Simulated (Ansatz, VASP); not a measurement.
# V in VASP and in Ansatz

```
CELL_PARAMETERS angstrom
-1.51345 1.51345 1.51345
1.51345 -1.51345 1.51345
1.51345 1.51345 -1.51345
ATOMIC_POSITIONS crystal
V 0.00000 0.00000 0.00000
```

Alike in both runs: task single point; functional PBE; k mesh 20 × 20 × 20; occupations gaussian, width 0.1 eV; no spin polarisation.

|  | VASP | Ansatz |
| --- | --- | --- |
| version | VASP 6.6.1 | Ansatz 0.2.0 |
| potentials or method | VASP PAW PBE potentials, release 64 (V_sv), cutoff 520 eV | scalar-relativistic, plane waves, PAW |
| valence electrons in the cell | 13 | 13 |

|  | VASP | Ansatz | Ansatz less VASP |
| --- | --- | --- | --- |
| gap on the k mesh at the Fermi level (eV) | none | none | - |
| pressure (GPa) | -4.9 | -5.1 | -0.21 |

A gap of «none» marks a metal or a gap that the smearing closes. With one functional, cell and mesh, what is left measures potentials, basis and numerics.
